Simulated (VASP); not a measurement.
Set up this calculation in VASP 6.6.1, as the native input.

```
Task                   : relaxation of cell and atoms
Functional             : PBE
Potentials or basis    : VASP PAW PBE potentials, release 64 (Si, C)
Cutoff                 : 600 eV
k mesh                 : 12 × 12 × 6
Occupations            : gaussian, width 0.1 eV
Spin                   : no spin polarisation
Dipole correction      : no
Further INCAR settings : ALGO = Normal; EDIFF = 1e-07; IBRION = 2; EDIFFG = -0.01; NSW = 100; ISIF = 3
```

The structure of SiC5 lies in POSCAR:

```
SiC5
1.0
    3.5850644920      0.0000000000      0.0000000000
   -1.7925322460      3.1047569242      0.0000000000
    0.0000000000      0.0000000000      7.4364509378
Si C
1 5
Direct
    0.0000000000      0.0000000000      0.5000000000
    0.3333333333      0.6666666667      0.5000000000
    0.0000000000      0.7746795231      0.0000000000
    0.7746795231      0.0000000000      0.0000000000
    0.2253204769      0.2253204769      0.0000000000
    0.6666666667      0.3333333333      0.5000000000
```

The cell was built from a structure type or drawn by symmetry, and may not be a known phase.

The input as run:

INCAR

```
SYSTEM = SiC5
ALGO = Normal ; EDIFF = 1E-7
EDIFFG = -0.01 ; ENCUT = 600
GGA = PE ; IBRION = 2
ISIF = 3 ; ISMEAR = 0
LASPH = .True. ; LCHARG = .False.
LREAL = .False. ; LWAVE = .False.
NELM = 60 ; NSW = 100
PREC = Accurate ; SIGMA = 0.1
```

KPOINTS

```
k-points
0
Gamma
  12 12 6
  0 0 0
```

Potentials or basis: VASP PAW PBE potentials, release 64 (Si, C).

Command:

```bash
$ cat potpaw_PBE.64/Si/POTCAR potpaw_PBE.64/C/POTCAR > POTCAR
$ mpirun -np 1 vasp_std > vasp.out
```

It gave:

```yaml
Relaxed_volume: 15.07 Å³/atom
Relaxed_cell: a = 3.595 Å, b = 3.595 Å, c = 8.079 Å, α = 90.00°, β = 90.00°, γ = 120.00°
Space_group_after_relaxing_to_0.1_Å: P-62m (No. 189)
Energy_gained_by_relaxing: 1.0 meV/atom
Ionic_steps: 21
Pressure_after_relaxing: 0.0 GPa
Largest_force_after_relaxing: 0.003 eV/Å
Band_gap_on_the_k_mesh: zero (bands 12 and 13 overlap by 1.46 eV)
```

It took 27 min on 1 thread of AMD EPYC 9R14 (Zen 4), on a shared host, peak memory 0.25 GiB.
